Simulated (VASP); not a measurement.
# CdInTe2 (I4/mcm) in VASP: further runs

The runs below take CdInTe2 through single point, with PBE.

Everything below comes from runs of VASP 6.6.1. Logs are shortened: lines on timing, memory, paths and dates and some standing lists are left out, and cuts for length are marked.

**1. The cell of the first run**

Symmetry: I4/mcm, No. 140, tetragonal system. Conventional cell: a = 8.188 Å, b = 8.188 Å, c = 7.316 Å, α = 90.00°, β = 90.00°, γ = 90.00°. Cd (site symmetry 422) has 8 Te at 3.49 Å and 2 Cd at 3.66 Å and 4 In at 4.09 Å within 4.6 Å. Te (site symmetry m2m) has 4 In at 2.88 to 4.00 Å and 4 Cd at 3.49 Å and 7 Te at 3.89 to 4.46 Å within 4.5 Å. In (site symmetry -42m) has 4 Te at 2.88 Å and 2 In at 3.66 Å within 3.8 Å.

**2. Single point, PBE**

Input file INCAR:

```
ALGO     = Normal         # electronic algorithm
EDIFF    = 1E-7           # SCF threshold, eV
ENCUT    = 520            # plane-wave cutoff, eV
GGA      = PE             # functional
ISIF     = 2              # what is computed and relaxed
ISMEAR   = 1              # smearing method
LASPH    = T              # aspherical terms in the spheres
LCHARG   = F              # write CHGCAR
LREAL    = F              # projectors in reciprocal space
LWAVE    = F              # write WAVECAR
NBANDS   = 47             # bands
NELM     = 80             # most SCF steps
PREC     = Accurate       # precision mode
SIGMA    = 0.025          # smearing width, eV
```

Input file KPOINTS:

```
k-points
0
Gamma
  4 4 4
```

Input file POSCAR:

```
CdInTe2
1.0
   -4.0938880064      4.0938880064      3.6580456585
    4.0938880064     -4.0938880064      3.6580456585
    4.0938880064      4.0938880064     -3.6580456585
Cd Te In
2 4 2
Direct
    0.2500000000      0.2500000000      0.0000000000
    0.7500000000      0.7500000000      0.0000000000
    0.6926162764      0.1926162764      0.8852325528
    0.1926162764      0.3073837236      0.5000000000
    0.3073837236      0.8073837236      0.1147674472
    0.8073837236      0.6926162764      0.5000000000
    0.7500000000      0.2500000000      0.5000000000
    0.2500000000      0.7500000000      0.5000000000
```

Potentials or basis: VASP PAW PBE potentials, release 64 (Cd, Te, In_d).

Started as:

```
$ cat potpaw_PBE.64/Cd/POTCAR potpaw_PBE.64/Te/POTCAR potpaw_PBE.64/In_d/POTCAR > POTCAR
$ mpirun -np 1 vasp_std > vasp.out
```

OUTCAR:

```text
EDIFF = 1E-7
   ENCUT = 520
   GGA = PE
   ISIF = 2
   ISMEAR = 1
   LASPH = T
   LREAL = F
   NELM = 80
   PREC = Accurate

 ion  position               nearest neighbor table
   1  0.250  0.250  0.000-   5 3.49   3 3.49   4 3.49   4 3.49   6 3.49   6 3.49   5 3.49   3 3.49
                             2 3.66   2 3.66
   2  0.750  0.750  0.000-   5 3.49   3 3.49   6 3.49   6 3.49   4 3.49   4 3.49   3 3.49   5 3.49
                             1 3.66   1 3.66
   3  0.693  0.193  0.885-   7 2.88   8 2.88   1 3.49   2 3.49   1 3.49   2 3.49
   4  0.193  0.307  0.500-   7 2.88   8 2.88   2 3.49   1 3.49   1 3.49   2 3.49
   5  0.307  0.807  0.115-   8 2.88   7 2.88   1 3.49   2 3.49   1 3.49   2 3.49
   6  0.807  0.693  0.500-   7 2.88   8 2.88   1 3.49   2 3.49   2 3.49   1 3.49
   7  0.750  0.250  0.500-   3 2.88   5 2.88   4 2.88   6 2.88   8 3.66   8 3.66
   8  0.250  0.750  0.500-   5 2.88   3 2.88   4 2.88   6 2.88   7 3.66   7 3.66

  LATTYP: Found a body centered tetragonal cell.
 ALAT       =     8.1877760128
 C/A-ratio  =     0.8935382826

  Lattice vectors:

 A1 = (  -4.0938880064,   4.0938880064,   3.6580456585)
 A2 = (   4.0938880064,  -4.0938880064,   3.6580456585)
 A3 = (   4.0938880064,   4.0938880064,  -3.6580456585)

Analysis of symmetry for initial positions (statically):
=====================================================================
 Subroutine PRICEL returns:
 Original cell was already a primitive cell.

 Routine SETGRP: Setting up the symmetry group for a
 body centered tetragonal supercell.

 Subroutine GETGRP returns: Found 16 space group operations
 (whereof  8 operations were pure point group operations)
 out of a pool of 16 trial point group operations.

The static configuration has the point symmetry C_4h.
 The point group associated with its full space group is D_4h.

Analysis of symmetry for dynamics (positions and initial velocities):
=====================================================================
 Subroutine PRICEL returns:
 Original cell was already a primitive cell.

 Routine SETGRP: Setting up the symmetry group for a
 body centered tetragonal supercell.

 Subroutine GETGRP returns: Found 16 space group operations
 (whereof  8 operations were pure point group operations)
 out of a pool of 16 trial point group operations.

The dynamic configuration has the point symmetry C_4h.
 The point group associated with its full space group is D_4h.

 Subroutine INISYM returns: Found 16 space group operations
 (whereof  8 operations are pure point group operations),
 and found     1 'primitive' translations

----------------------------------------------------------------------------------------

                                     Primitive cell

  volume of cell :     245.2342

  direct lattice vectors                    reciprocal lattice vectors
    -4.093888006  4.093888006  3.658045658     0.000000000  0.122133287  0.136685008
     4.093888006 -4.093888006  3.658045658     0.122133287  0.000000000  0.136685008
     4.093888006  4.093888006 -3.658045658     0.122133287  0.122133287  0.000000000

  length of vectors
     6.848440411  6.848440411  6.848440411     0.183301204  0.183301204  0.172722551

  position of ions in fractional coordinates (direct lattice)
     0.250000000  0.250000000  0.000000000
     0.750000000  0.750000000  0.000000000
     0.692616276  0.192616276  0.885232553
     0.192616276  0.307383724  0.500000000
     0.307383724  0.807383724  0.114767447
     0.807383724  0.692616276  0.500000000
     0.750000000  0.250000000  0.500000000
     0.250000000  0.750000000  0.500000000

  ion indices of the primitive-cell ions
   primitive index   ion index
                 1           1
                 2           2
                 3           3
                 4           4
                 5           5
                 6           6
                 7           7
                 8           8

----------------------------------------------------------------------------------------

 KPOINTS: k-points

Automatic generation of k-mesh.
 Grid dimensions read from file:
 generate k-points for:    4    4    4

 Generating k-lattice:

  Cartesian coordinates                     Fractional coordinates (reciprocal lattice)
     0.000000000  0.030533322  0.034171252     0.250000000  0.000000000  0.000000000
     0.030533322  0.000000000  0.034171252     0.000000000  0.250000000  0.000000000
     0.030533322  0.030533322  0.000000000     0.000000000  0.000000000  0.250000000

  Length of vectors
     0.045825301  0.045825301  0.043180638

  Shift w.r.t. Gamma in fractional coordinates (k-lattice)
     0.000000000  0.000000000  0.000000000

 Subroutine IBZKPT returns following result:
 ===========================================

 Found     13 irreducible k-points:

 Following reciprocal coordinates:
            Coordinates               Weight
  0.000000  0.000000  0.000000      1.000000
  0.250000  0.000000  0.000000      8.000000
  0.500000  0.000000  0.000000      4.000000
  0.250000  0.250000  0.000000      8.000000
  0.500000  0.250000 -0.000000     16.000000
 -0.250000  0.250000  0.000000      4.000000
  0.500000  0.500000  0.000000      2.000000
  0.250000  0.250000  0.250000      2.000000
 -0.250000  0.250000  0.250000      4.000000
  0.500000  0.500000  0.250000      4.000000
 -0.250000  0.500000  0.250000      8.000000
 -0.250000 -0.250000  0.250000      2.000000
  0.500000  0.500000  0.500000      1.000000
   k-points           NKPTS =     13   k-points in BZ     NKDIM =     13   number of bands    NBANDS=     47
   number of dos      NEDOS =    301   number of ions     NIONS =      8
   total plane-waves  NPLWV = 157464
   dimension x,y,z NGX =    54 NGY =   54 NGZ =   54
   dimension x,y,z NGXF=   108 NGYF=  108 NGZF=  108
   ions per type =               2   4   2
   NGX,Y,Z   is equivalent  to a cutoff of  13.11, 13.11, 13.11 a.u.
   NGXF,Y,Z  is equivalent  to a cutoff of  26.22, 26.22, 26.22 a.u.
 SYSTEM =  unknown system
   PREC   = accura    normal or accurate (medium, high low for compatibility)
   ISTART =      0    job   : 0-new  1-cont  2-samecut
   ICHARG =      2    charge: 1-file 2-atom 10-const
   ISPIN  =      1    spin polarized calculation?
   LNONCOLLINEAR =      F non collinear calculations
   LSORBIT =      F    spin-orbit coupling
   LASPH  =      T    aspherical Exc in radial PAW
   ENCUT  =  520.0 eV  38.22 Ry    6.18 a.u.  12.73 12.73 12.73*2*pi/ulx,y,z
   NELM   =     80;   NELMIN=  2; NELMDL= -5     # of ELM steps
   EDIFF  = 0.1E-06   stopping-criterion for ELM
   LREAL  =      F    real-space projection
   EDIFFG = 0.1E-05   stopping-criterion for IOM
   NSW    =      0    number of steps for IOM
   IBRION =     -1    ionic relax: 0-MD 1-quasi-New 2-CG
   NFREE  =      0    steps in history (QN), initial steepest desc. (CG)
   ISIF   =      2    stress and relaxation
   ISYM   =      2    0-nonsym 1-usesym 2-fastsym
   POTIM  = 0.5000    time-step for ionic-motion
   TEBEG  =    0.0;   TEEND  =   0.0 temperature during run
   PSTRESS=    0.0 pullay stress
   NELECT =      74.0000    total number of electrons
   NUPDOWN=      -1.0000    fix difference up-down
   EMIN   =  10.00;   EMAX   =-10.00  energy-range for DOS
   EFERMI =   0.00;   METHOD = LEGACY
   ISMEAR =     1;   SIGMA  =   0.03  broadening in eV -4-tet -1-fermi 0-gaus
   EFERMI_NEDOS =   21; number of points for ismear=-14 and -15
   IALGO  =     38    algorithm
   IMIX   =      4    mixing-type and parameters
     AMIX     =   0.40;   BMIX     =  1.00
     AMIX_MAG =   1.60;   BMIX_MAG =  1.00
  volume/ion in A,a.u.               =      30.65       206.87
  Fermi-wavevector in a.u.,A,eV,Ry     =   1.098057  2.075028 16.404955  1.205730
  Thomas-Fermi vector in A             =   2.234428
   LORBIT       =      0    0 simple, 1 ext, 2 COOP (PROOUT), +10 PAW based schemes
   GGA     = PE    functional components
   LHFCALC =     F    Hartree Fock is set to
   AEXX    =    0.0000 exact exchange contribution
   IVDW    =     0    specifies the selected vdW correction
   LEPSILON=     F    determine dielectric tensor
   LRPA    =     F    only Hartree local field effects (RPA)
 non-spin polarized calculation
 Methfessel and Paxton  Order N= 1 SIGMA  =   0.03
  energy-cutoff  :      520.00
  volume of cell :      245.23
 maximum number of plane-waves:      6678
 NGX is ok and might be reduce to    54
   NGX = 25   NGY = 25   NGZ = 25

 number of electron      74.0000022 magnetization

 Free energy of the ion-electron system (eV)
  ---------------------------------------------------
  ext. energy  EPLUGINS =         0.00000000
  ---------------------------------------------------
  free energy    TOTEN  =       -20.29606124 eV

  energy without entropy =      -20.29583932  energy(sigma->0) =      -20.29598727

 E-fermi :   4.8351     XC(G=0):  -9.4529

 val. band max:        4.8278527859   @ k =   0.5000   0.5000   0.2500
 cond. band min:       5.0102858320   @ k =  -0.2500   0.2500   0.0000
 fundamental gap:      0.1824330460
 Fermi energy:         4.8350758235

 k-point     1 :       0.0000    0.0000    0.0000
  band No.  band energies     occupation
      1      -9.8657      2.00000
      2      -9.8657      2.00000
      3      -9.8097      2.00000
      4      -9.8053      2.00000
      5      -9.7400      2.00000
      6      -9.7260      2.00000
[... 39 lines left out ...]
     46      10.0297      0.00000
     47      10.5451      0.00000

 k-point     2 :       0.2500    0.0000    0.0000
  band No.  band energies     occupation
      1      -9.8527      2.00000
      2      -9.8527      2.00000
      3      -9.7952      2.00000
      4      -9.7871      2.00000
      5      -9.7458      2.00000
      6      -9.7383      2.00000
[... 39 lines left out ...]
     46      10.0091      0.00000
     47      10.1302      0.00000

 k-point     3 :       0.5000    0.0000    0.0000
  band No.  band energies     occupation
      1      -9.8358      2.00000
      2      -9.8358      2.00000
      3      -9.7742      2.00000
      4      -9.7742      2.00000
      5      -9.7545      2.00000
      6      -9.7545      2.00000
[... 39 lines left out ...]
     46       8.9158      0.00000
     47       9.7620      0.00000

 k-point     4 :       0.2500    0.2500    0.0000
  band No.  band energies     occupation
      1      -9.8358      2.00000
      2      -9.8357      2.00000
      3      -9.7773      2.00000
      4      -9.7711      2.00000
      5      -9.7545      2.00000
      6      -9.7545      2.00000
[... 389 lines left out ...]
     46       9.0065      0.00000
     47       9.1305      0.00000

 k-point    12 :      -0.2500   -0.2500    0.2500
  band No.  band energies     occupation
      1      -9.8356      2.00000
      2      -9.8356      2.00000
      3      -9.7803      2.00000
      4      -9.7679      2.00000
      5      -9.7545      2.00000
      6      -9.7545      2.00000
[... 39 lines left out ...]
     46       9.5758      0.00000
     47       9.6589      0.00000

 k-point    13 :       0.5000    0.5000    0.5000
  band No.  band energies     occupation
      1      -9.8571      2.00000
      2      -9.8571      2.00000
      3      -9.8098      2.00000
      4      -9.7855      2.00000
      5      -9.7468      2.00000
      6      -9.7272      2.00000
[... 39 lines left out ...]
     46       7.5945      0.00000
     47       9.0175      0.00000

------------------------ aborting loop because EDIFF is reached ----------------------------------------

  FORCE on cell =-STRESS in cart. coord.  units (eV):
  Direction    XX          YY          ZZ          XY          YZ          ZX
  --------------------------------------------------------------------------------------
  -------------------------------------------------------------------------------------
  Total        0.0084244      0.0084244      0.1249814      0.0000000     -0.0000000      0.0000000
  in kB        0.0550385      0.0550385      0.8165352      0.0000000     -0.0000000      0.0000000
  external PRESSURE =       0.3088707 kB  Pullay stress =       0.0000000 kB

 VOLUME and BASIS-vectors are now :
 -----------------------------------------------------------------------------
  energy-cutoff  :      520.00
  volume of cell :      245.23
      direct lattice vectors                 reciprocal lattice vectors
    -4.093888006  4.093888006  3.658045658     0.000000000  0.122133287  0.136685008
     4.093888006 -4.093888006  3.658045658     0.122133287  0.000000000  0.136685008
     4.093888006  4.093888006 -3.658045658     0.122133287  0.122133287  0.000000000

 POSITION                                       TOTAL-FORCE (eV/Angst)
 -----------------------------------------------------------------------------------
      0.00000      0.00000      1.82902        -0.000000      0.000000     -0.000000
      0.00000      0.00000      5.48707         0.000000      0.000000     -0.000000
      1.57710      5.67099      0.00000         0.001919      0.001919     -0.000000
      2.51679      1.57710      0.00000        -0.001919      0.001919     -0.000000
      2.51679     -1.57710      3.65805        -0.001919     -0.001919      0.000000
      1.57710      2.51679      3.65805         0.001919     -0.001919     -0.000000
      0.00000      4.09389      1.82902         0.000000     -0.000000     -0.000000
      4.09389      0.00000      1.82902        -0.000000      0.000000     -0.000000
 -----------------------------------------------------------------------------------
    total drift:                                0.000000     -0.000000      0.000000

  FREE ENERGIE OF THE ION-ELECTRON SYSTEM (eV)
  ---------------------------------------------------
  free  energy   TOTEN  =       -20.2960612404 eV

  energy  without entropy=      -20.2958393161  energy(sigma->0) =      -20.29598727
```

Wall time 3.8 min (1 thread of Intel Xeon Platinum 8488C (Sapphire Rapids), shared host); peak memory 0.44 GiB.

What came out:

```
Free energy            : -20.2961 eV
Pressure               : 0.0 GPa
Band gap on the k mesh : zero (bands 37 and 38 overlap by 0.83 eV)
```

Forces on the atoms (eV/Å):
```
Cd   0.000  0.000  0.000
Cd   0.000  0.000  0.000
Te   0.002  0.002  0.000
Te  -0.002  0.002  0.000
Te  -0.002 -0.002  0.000
Te   0.002 -0.002  0.000
In   0.000  0.000  0.000
In   0.000  0.000  0.000
```

Caveat: spin-orbit coupling is left out, which moves the levels of the heavy elements.

**3. Single point, PBE**

Input file INCAR:

```
SYSTEM = CdInTe2
  ALGO = Normal
  EDIFF = 1E-6
  ENCUT = 520
  GGA = PE
  ISIF = 2
  ISMEAR = 0
  LASPH = .TRUE.
  LCHARG = .TRUE.
  LELF = .TRUE.
  LREAL = .FALSE.
  LVHAR = .TRUE.
  LWAVE = .FALSE.
  NBANDS = 47
  NELM = 80
  PREC = Accurate
  SIGMA = 0.001
```

Input file KPOINTS:

```
k-points
0
G
  4 4 4
  0 0 0
```

Input file POSCAR:

```
CdInTe2
1.0
   -4.0925015284      4.0925015284      3.6605262972
    4.0925015284     -4.0925015284      3.6605262972
    4.0925015284      4.0925015284     -3.6605262972
Cd Te In
2 4 2
Direct
    0.2500000000      0.2500000000      0.0000000000
    0.7500000000      0.7500000000      0.0000000000
    0.6926411468      0.1926411468      0.8852822936
    0.1926411468      0.3073588532      0.5000000000
    0.3073588532      0.8073588532      0.1147177064
    0.8073588532      0.6926411468      0.5000000000
    0.7500000000      0.2500000000      0.5000000000
    0.2500000000      0.7500000000      0.5000000000
```

Potentials or basis: VASP PAW PBE potentials, release 64 (Cd, Te, In_d).

Started as:

```
$ cat potpaw_PBE.64/Cd/POTCAR potpaw_PBE.64/Te/POTCAR potpaw_PBE.64/In_d/POTCAR > POTCAR
$ mpirun -np 1 vasp_std > vasp.out
```

It took 3.6 min on 1 thread of Intel Xeon Platinum 8488C (Sapphire Rapids), shared host; peak memory 0.46 GiB.

It converged, with:

| Item | Value |
| --- | --- |
| Free energy | -20.2958 eV |
| Pressure | 0.0 GPa |
| Band gap on the k mesh | zero (bands 37 and 38 overlap by 0.83 eV) |

Levels at points of the mesh, in eV from the Fermi level:
```tsv
k point	band 35	band 36	band 37	band 38	band 39	band 40
(0.00, 0.00, 0.00)	-1.06	-1.06	-0.76	-0.37	1.55	2.16
(0.50, 0.00, 0.00)	-1.09	-1.09	0.20	0.20	1.37	1.37
(0.50, 0.50, 0.00)	-1.19	-1.08	0.23	0.72	1.08	1.78
(0.50, 0.50, 0.50)	-0.89	-0.89	-0.38	1.84	2.32	2.50
```

Caveat: spin-orbit coupling is left out, which moves the levels of the heavy elements.
